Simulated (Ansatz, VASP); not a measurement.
## Two plane-wave programs on RuC5

The input INCAR:

```
PREC = Accurate
ENCUT = 520
EDIFF = 1E-6
ISMEAR = 0
SIGMA = 0.1
LREAL = False
LASPH = True
NELM = 150
ALGO = Normal
ISIF = 2
LWAVE = False
LCHARG = False
ISPIN = 2
MAGMOM = 1 0 0 0 0 0
LORBIT = 11
LMAXMIX = 4
GGA = PE
NBANDS = 30
```

File KPOINTS:

```
regular mesh
0
Gamma
  6 6 6
```

POSCAR

```
RuC5
1.0
    4.8059603139      0.0000000000      0.0000000000
   -2.4029801570      4.1620837214      0.0000000000
    0.0000000000      0.0000000000      2.8007449400
Ru C
1 5
Direct
    0.0000000000      0.0000000000      0.0000000000
    0.5000000000      0.0000000000      0.0000000000
    0.0000000000      0.5000000000      0.0000000000
    0.5000000000      0.5000000000      0.0000000000
    0.3333333333      0.6666666667      0.0000000000
    0.6666666667      0.3333333333      0.0000000000
```

Input for Ansatz:

```yaml
crystal:
  lattice:
    - [4.8059603139, 0.0, 0.0]
    - [-2.402980157, 4.1620837214, 0.0]
    - [0.0, 0.0, 2.80074494]
  atoms:
    - { symbol: Ru, position: [0.0, 0.0, 0.0], spin: 1.0 }
    - { symbol: C, position: [0.5, 0.0, 0.0] }
    - { symbol: C, position: [0.0, 0.5, 0.0] }
    - { symbol: C, position: [0.5, 0.5, 0.0] }
    - { symbol: C, position: [0.3333333333, 0.6666666667, 0.0] }
    - { symbol: C, position: [0.6666666667, 0.3333333333, 0.0] }
basis:
  ecutwfc: 420
kpoints:
  mp_grid: { grid: [6, 6, 6] }
hamiltonian:
  xc: pbe
scf:
  occupations: { method: gaussian, width: 0.1 }
  lower_state_search: "off"
output:
  forces: true
  stress: true
  eigenvalues: true
  populations: true
magnetization:
  spin_polarized: true
```

Alike in both runs: task single point; functional PBE; k mesh 6 × 6 × 6; occupations gaussian, width 0.1 eV; collinear spin.

|  | VASP | Ansatz |
| --- | --- | --- |
| version | VASP 6.6.1 | Ansatz 0.2.0 |
| potentials or method | VASP PAW PBE potentials, release 64 (Ru_pv, C), cutoff 520 eV | scalar-relativistic, plane waves, PAW |
| valence electrons in the cell | 34 | 36 |

Ansatz gave:

| Property | Result |
| --- | --- |
| gap on the k mesh at the Fermi level (eV) | none |
| pressure (GPa) | -0.1 |
| traceless stress, the component that is largest in VASP (GPa) | 0.83 |
| net moment per atom (μB) | 0.09 |
| size of the moment on the site where the two differ most (μB) | 0.45 |

Question: Estimate VASP's values.

Answer: gap on the k mesh at the Fermi level (eV): none; pressure (GPa): 0.1; traceless stress, the component that is largest in VASP (GPa): 0.54; net moment per atom (μB): 0.08; size of the moment on the site where the two differ most (μB): 0.51.

Site moments also hang on the region over which each program counts them. A gap of «none» marks a metal or a gap that the smearing closes. VASP's potentials hold 34 valence electrons a cell and Ansatz's 36, so a difference there can come from the potentials and not from the codes.

The k mesh is coarse, so the values compare programs but aren't converged.
